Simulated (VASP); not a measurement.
# MoS2 (P-3m1) in VASP: a series of runs

Runs on MoS2. Level: PBE. Tasks: single point.

All numbers are computed with VASP 6.6.1; they aren't measurements. Logs are shortened: lines on timing, memory, paths and dates and some standing lists are left out, and cuts for length are marked.

### 1 The cell of the first run

It takes space group P-3m1 (No. 164, trigonal). Conventional cell: a = 3.227 Å, b = 3.227 Å, c = 6.312 Å, α = 90.00°, β = 90.00°, γ = 120.00°. Mo (site symmetry -3m) has 6 S at 2.42 Å within 3.2 Å. S (site symmetry 3m) has 3 Mo at 2.42 Å within 3.2 Å.

### 2 Single point, PBE

Input file INCAR:

```
PREC = Accurate
ENCUT = 520
EDIFF = 1E-6
ISMEAR = 0
SIGMA = 0.020999999999999998
LREAL = F
LASPH = T
NELM = 60
ALGO = Normal
ISIF = 2
LWAVE = F
LCHARG = F
GGA = PE
NBANDS = 20
```

Input file KPOINTS:

```
regular mesh
0
Gamma
  9 9 4
```

Input file POSCAR:

```
MoS2
1.0
    3.2274645616      0.0000000000      0.0000000000
   -1.6137322808      2.7950663001      0.0000000000
    0.0000000000      0.0000000000      6.3124734200
Mo S
1 2
Direct
    0.0000000000      0.0000000000      0.5000000000
    0.6666666667      0.3333333333      0.7446806800
    0.3333333333      0.6666666667      0.2553193200
```

Potentials or basis: VASP PAW PBE potentials, release 64 (Mo_sv, S).

The run is started by

```sh
$ cat potpaw_PBE.64/Mo_sv/POTCAR potpaw_PBE.64/S/POTCAR > POTCAR
$ mpirun -np 1 vasp_std > vasp.out
```

OUTCAR:

```text
PREC = Accurate
   ENCUT = 520
   EDIFF = 1E-6
   ISMEAR = 0
   LREAL = F
   LASPH = T
   NELM = 60
   ISIF = 2
   GGA = PE

 ion  position               nearest neighbor table
   1  0.000  0.000  0.500-   2 2.42   3 2.42   3 2.42   2 2.42   2 2.42   3 2.42
   2  0.667  0.333  0.745-   1 2.42   1 2.42   1 2.42
   3  0.333  0.667  0.255-   1 2.42   1 2.42   1 2.42

  LATTYP: Found a hexagonal cell.
 ALAT       =     3.2274645616
 C/A-ratio  =     1.9558614199

  Lattice vectors:

 A1 = (   3.2274645616,   0.0000000000,   0.0000000000)
 A2 = (  -1.6137322808,   2.7950663001,   0.0000000000)
 A3 = (   0.0000000000,   0.0000000000,   6.3124734200)

Analysis of symmetry for initial positions (statically):
=====================================================================
 Subroutine PRICEL returns:
 Original cell was already a primitive cell.

 Routine SETGRP: Setting up the symmetry group for a
 hexagonal supercell.

 Subroutine GETGRP returns: Found 12 space group operations
 (whereof 12 operations were pure point group operations)
 out of a pool of 24 trial point group operations.

The static configuration has the point symmetry D_3d.

Analysis of symmetry for dynamics (positions and initial velocities):
=====================================================================
 Subroutine PRICEL returns:
 Original cell was already a primitive cell.

 Routine SETGRP: Setting up the symmetry group for a
 hexagonal supercell.

 Subroutine GETGRP returns: Found 12 space group operations
 (whereof 12 operations were pure point group operations)
 out of a pool of 24 trial point group operations.

The dynamic configuration has the point symmetry D_3d.

 Subroutine INISYM returns: Found 12 space group operations
 (whereof 12 operations are pure point group operations),
 and found     1 'primitive' translations

----------------------------------------------------------------------------------------

                                     Primitive cell

  volume of cell :      56.9447

  direct lattice vectors                    reciprocal lattice vectors
     3.227464562  0.000000000  0.000000000     0.309840737  0.178886633  0.000000000
    -1.613732281  2.795066300  0.000000000     0.000000000  0.357773266  0.000000000
     0.000000000  0.000000000  6.312473420     0.000000000  0.000000000  0.158416509

  length of vectors
     3.227464562  3.227464562  6.312473420     0.357773266  0.357773266  0.158416509

  position of ions in fractional coordinates (direct lattice)
     0.000000000  0.000000000  0.500000000
     0.666666667  0.333333333  0.744680680
     0.333333333  0.666666667  0.255319320

  ion indices of the primitive-cell ions
   primitive index   ion index
                 1           1
                 2           2
                 3           3

----------------------------------------------------------------------------------------

 KPOINTS: regular mesh

Automatic generation of k-mesh.
 Grid dimensions read from file:
 generate k-points for:    9    9    4

 Generating k-lattice:

  Cartesian coordinates                     Fractional coordinates (reciprocal lattice)
     0.034426749  0.019876293  0.000000000     0.111111111  0.000000000  0.000000000
     0.000000000  0.039752585  0.000000000     0.000000000  0.111111111  0.000000000
     0.000000000  0.000000000  0.039604127     0.000000000  0.000000000  0.250000000

  Length of vectors
     0.039752585  0.039752585  0.039604127

  Shift w.r.t. Gamma in fractional coordinates (k-lattice)
     0.000000000  0.000000000  0.000000000

 Subroutine IBZKPT returns following result:
 ===========================================

 Found     43 irreducible k-points:

 Following reciprocal coordinates:
            Coordinates               Weight
  0.000000  0.000000  0.000000      1.000000
  0.111111  0.000000  0.000000      6.000000
  0.222222  0.000000  0.000000      6.000000
  0.333333  0.000000  0.000000      6.000000
  0.444444  0.000000  0.000000      6.000000
  0.111111  0.111111  0.000000      6.000000
[... 16 lines left out ...]
  0.222222  0.111111  0.250000     12.000000
 -0.111111  0.333333  0.250000     12.000000
 [... further k-points ...]
   k-points           NKPTS =     43   k-points in BZ     NKDIM =     43   number of bands    NBANDS=     20
   number of dos      NEDOS =    301   number of ions     NIONS =      3
   total plane-waves  NPLWV =  27648
   dimension x,y,z NGX =    24 NGY =   24 NGZ =   48
   dimension x,y,z NGXF=    48 NGYF=   48 NGZF=   96
   ions per type =               1   2
   NGX,Y,Z   is equivalent  to a cutoff of  12.36, 12.36, 12.64 a.u.
   NGXF,Y,Z  is equivalent  to a cutoff of  24.72, 24.72, 25.28 a.u.
 SYSTEM =  unknown system
   PREC   = accura    normal or accurate (medium, high low for compatibility)
   ISTART =      0    job   : 0-new  1-cont  2-samecut
   ICHARG =      2    charge: 1-file 2-atom 10-const
   ISPIN  =      1    spin polarized calculation?
   LNONCOLLINEAR =      F non collinear calculations
   LSORBIT =      F    spin-orbit coupling
   LASPH  =      T    aspherical Exc in radial PAW
   ENCUT  =  520.0 eV  38.22 Ry    6.18 a.u.   6.00  6.00 11.74*2*pi/ulx,y,z
   NELM   =     60;   NELMIN=  2; NELMDL= -5     # of ELM steps
   EDIFF  = 0.1E-05   stopping-criterion for ELM
   LREAL  =      F    real-space projection
   EDIFFG = 0.1E-04   stopping-criterion for IOM
   NSW    =      0    number of steps for IOM
   IBRION =     -1    ionic relax: 0-MD 1-quasi-New 2-CG
   NFREE  =      0    steps in history (QN), initial steepest desc. (CG)
   ISIF   =      2    stress and relaxation
   ISYM   =      2    0-nonsym 1-usesym 2-fastsym
   POTIM  = 0.5000    time-step for ionic-motion
   TEBEG  =    0.0;   TEEND  =   0.0 temperature during run
   PSTRESS=    0.0 pullay stress
   NELECT =      26.0000    total number of electrons
   NUPDOWN=      -1.0000    fix difference up-down
   EMIN   =  10.00;   EMAX   =-10.00  energy-range for DOS
   EFERMI =   0.00;   METHOD = LEGACY
   ISMEAR =     0;   SIGMA  =   0.02  broadening in eV -4-tet -1-fermi 0-gaus
   EFERMI_NEDOS =   21; number of points for ismear=-14 and -15
   IALGO  =     38    algorithm
   IMIX   =      4    mixing-type and parameters
     AMIX     =   0.40;   BMIX     =  1.00
     AMIX_MAG =   1.60;   BMIX_MAG =  1.00
  volume/ion in A,a.u.               =      18.98       128.09
  Fermi-wavevector in a.u.,A,eV,Ry     =   1.260612  2.382212 21.621610  1.589144
  Thomas-Fermi vector in A             =   2.394113
   LORBIT       =      0    0 simple, 1 ext, 2 COOP (PROOUT), +10 PAW based schemes
   GGA     = PE    functional components
   LHFCALC =     F    Hartree Fock is set to
   AEXX    =    0.0000 exact exchange contribution
   IVDW    =     0    specifies the selected vdW correction
   LEPSILON=     F    determine dielectric tensor
   LRPA    =     F    only Hartree local field effects (RPA)
 non-spin polarized calculation
 Gauss-broadening in eV      SIGMA  =   0.02
  energy-cutoff  :      520.00
  volume of cell :       56.94
 maximum number of plane-waves:      1557
   NGX = 13   NGY = 13   NGZ = 23

 number of electron      26.0000001 magnetization

 Free energy of the ion-electron system (eV)
  ---------------------------------------------------
  ext. energy  EPLUGINS =         0.00000000
  ---------------------------------------------------
  free energy    TOTEN  =       -21.00687882 eV

  energy without entropy =      -21.00623563  energy(sigma->0) =      -21.00655722

 E-fermi :   6.8995     XC(G=0): -10.4454

 val. band max:        6.8725757804   @ k =   0.2222   0.2222   0.5000
 cond. band min:       6.9023147873   @ k =   0.1111   0.0000   0.0000
 fundamental gap:      0.0297390069
 Fermi energy:         6.8995047701

 k-point     1 :       0.0000    0.0000    0.0000
  band No.  band energies     occupation
      1     -54.8722      2.00000
      2     -28.9003      2.00000
      3     -28.8775      2.00000
      4     -28.8775      2.00000
      5      -7.9129      2.00000
      6      -6.4740      2.00000
[... 12 lines left out ...]
     19      13.1353      0.00000
     20      16.4990      0.00000

 k-point     2 :       0.1111    0.0000    0.0000
  band No.  band energies     occupation
      1     -54.8685      2.00000
      2     -28.9161      2.00000
      3     -28.8927      2.00000
      4     -28.8863      2.00000
      5      -7.7289      2.00000
      6      -6.4352      2.00000
[... 12 lines left out ...]
     19      13.8666      0.00000
     20      16.0384      0.00000

 k-point     3 :       0.2222    0.0000    0.0000
  band No.  band energies     occupation
      1     -54.8593      2.00000
      2     -29.0129      2.00000
      3     -28.9087      2.00000
      4     -28.8735      2.00000
      5      -7.2277      2.00000
      6      -6.3288      2.00000
[... 12 lines left out ...]
     19      14.6494      0.00000
     20      15.5621      0.00000

 k-point     4 :       0.3333    0.0000    0.0000
  band No.  band energies     occupation
      1     -54.8487      2.00000
      2     -29.1211      2.00000
      3     -28.9339      2.00000
      4     -28.8515      2.00000
      5      -6.6193      2.00000
      6      -6.1328      2.00000
[... 12 lines left out ...]
     19      14.0098      0.00000
     20      14.8296      0.00000

 k-point     5 :       0.4444    0.0000    0.0000
  band No.  band energies     occupation
      1     -54.8418      2.00000
      2     -29.1907      2.00000
      3     -28.9504      2.00000
      4     -28.8371      2.00000
      5      -6.3526      2.00000
      6      -5.7572      2.00000
[... 12 lines left out ...]
     19      13.7264      0.00000
     20      15.0389      0.00000
[... 353 lines left out ...]
      6      -5.7517      2.00000
[... 12 lines left out ...]
     19      13.3549      0.00000
     20      14.2912      0.00000

 k-point    22 :       0.1111    0.1111    0.2500
  band No.  band energies     occupation
      1     -54.8621      2.00000
      2     -28.9803      2.00000
      3     -28.9056      2.00000
      4     -28.8792      2.00000
      5      -7.3078      2.00000
      6      -6.4719      2.00000
[... 12 lines left out ...]
     19      15.1392      0.00000
     20      15.8136      0.00000

 k-point    23 :       0.2222    0.1111    0.2500
  band No.  band energies     occupation
      1     -54.8522      2.00000
      2     -29.0746      2.00000
      3     -28.9374      2.00000
      4     -28.8586      2.00000
      5      -6.7666      2.00000
      6      -6.2713      2.00000
[... 12 lines left out ...]
     19      14.7197      0.00000
     20      15.8084      0.00000

 k-point    24 :      -0.1111    0.3333    0.2500
  band No.  band energies     occupation
      1     -54.8522      2.00000
      2     -29.0746      2.00000
      3     -28.9374      2.00000
      4     -28.8586      2.00000
      5      -6.7131      2.00000
      6      -6.3380      2.00000
[... 12 lines left out ...]
     19      15.1684      0.00000
     20      15.3820      0.00000

 [... further k-points ...]

------------------------ aborting loop because EDIFF is reached ----------------------------------------

  FORCE on cell =-STRESS in cart. coord.  units (eV):
  Direction    XX          YY          ZZ          XY          YZ          ZX
  --------------------------------------------------------------------------------------
  -------------------------------------------------------------------------------------
  Total       -0.0231529     -0.0231529      1.0591314     -0.0000000      0.0000000      0.0000000
  in kB       -0.6514219     -0.6514219     29.7993820     -0.0000000      0.0000000      0.0000000
  external PRESSURE =       9.4988461 kB  Pullay stress =       0.0000000 kB

 VOLUME and BASIS-vectors are now :
 -----------------------------------------------------------------------------
  energy-cutoff  :      520.00
  volume of cell :       56.94
      direct lattice vectors                 reciprocal lattice vectors
     3.227464562  0.000000000  0.000000000     0.309840737  0.178886633  0.000000000
    -1.613732281  2.795066300  0.000000000     0.000000000  0.357773266  0.000000000
     0.000000000  0.000000000  6.312473420     0.000000000  0.000000000  0.158416509

 POSITION                                       TOTAL-FORCE (eV/Angst)
 -----------------------------------------------------------------------------------
      0.00000      0.00000      3.15624         0.000000      0.000000     -0.000000
      1.61373      0.93169      4.70078        -0.000000     -0.000000      0.288882
     -0.00000      1.86338      1.61170         0.000000      0.000000     -0.288882
 -----------------------------------------------------------------------------------
    total drift:                                0.000000     -0.000000      0.000000

  FREE ENERGIE OF THE ION-ELECTRON SYSTEM (eV)
  ---------------------------------------------------
  free  energy   TOTEN  =       -21.0068788158 eV

  energy  without entropy=      -21.0062356283  energy(sigma->0) =      -21.00655722
```

Run time: 18 s. Hardware: 1 thread of Intel Xeon Platinum 8559C (Emerald Rapids), shared host; peak memory 0.19 GiB.

Results:

```
Free energy            : -21.0069 eV
Pressure               : 0.9 GPa
Largest force          : 0.289 eV/Å
Band gap on the k mesh : zero (band 13 reaches 7.55 eV, above the bottom of band 14 at 6.52 eV)
```

Forces on the atoms (eV/Å):
```
Mo   0.000  0.000  0.000
S    0.000  0.000  0.289
S    0.000  0.000 -0.289
```

Stress tensor (GPa, compression positive):
```
-0.07  0.00  0.00
 0.00 -0.07  0.00
 0.00  0.00  2.98
```

Caveat: this functional lacks dispersion, which binds the layers, so the pressure and a relaxed spacing across them are unreliable.

### 3 Single point, PBE

Input file INCAR:

```
SYSTEM = MoS2
PREC     = Accurate       ! precision mode
ENCUT    = 520            ! plane-wave cutoff, eV
EDIFF    = 1E-7           ! SCF threshold, eV
ISMEAR   = 0              ! smearing method
SIGMA    = 0.022          ! smearing width, eV
LREAL    = .False.        ! projectors in reciprocal space
LASPH    = .True.         ! aspherical terms in the spheres
NELM     = 100            ! most SCF steps
ALGO     = Normal         ! electronic algorithm
ISIF     = 2              ! what is computed and relaxed
LWAVE    = .False.        ! write WAVECAR
LCHARG   = .False.        ! write CHGCAR
GGA      = PE             ! functional
NBANDS   = 20             ! bands
```

Input file KPOINTS:

```
regular mesh
0
Gamma
  9 9 4
  0 0 0
```

POSCAR is that of step 2.

Potentials or basis: VASP PAW PBE potentials, release 64 (Mo_sv, S).

The run is started by

```sh
$ cat potpaw_PBE.64/Mo_sv/POTCAR potpaw_PBE.64/S/POTCAR > POTCAR
$ mpirun -np 1 vasp_std > vasp.out
```

It took 21 s on 1 thread of Intel Xeon Platinum 8559C (Emerald Rapids), shared host; peak memory 0.19 GiB.

The run converged. Its results:

```
Free energy            : -21.0069 eV
Pressure               : 1.0 GPa
Largest force          : 0.289 eV/Å
Band gap on the k mesh : zero (band 13 reaches 7.55 eV, above the bottom of band 14 at 6.52 eV)
```

Forces on the atoms (eV/Å):
```
Mo   0.000  0.000  0.000
S    0.000  0.000  0.289
S    0.000  0.000 -0.289
```

Stress tensor (GPa, compression positive):
```
-0.06  0.00  0.00
 0.00 -0.06  0.00
 0.00  0.00  2.99
```

Levels at points of the mesh, in eV from the Fermi level:
```
           k point  band 10  band 11  band 12  band 13  band 14  band 15  band 16  band 17
(0.00, 0.00, 0.00)    -1.83    -1.04    -0.93    -0.93    -0.32    -0.32     3.20     3.20
(0.00, 0.00, 0.50)    -3.56    -0.94    -0.94    -0.38    -0.38    -0.06     3.36     3.36
```

Caveat: this functional lacks dispersion, which binds the layers, so the pressure and a relaxed spacing across them are unreliable.
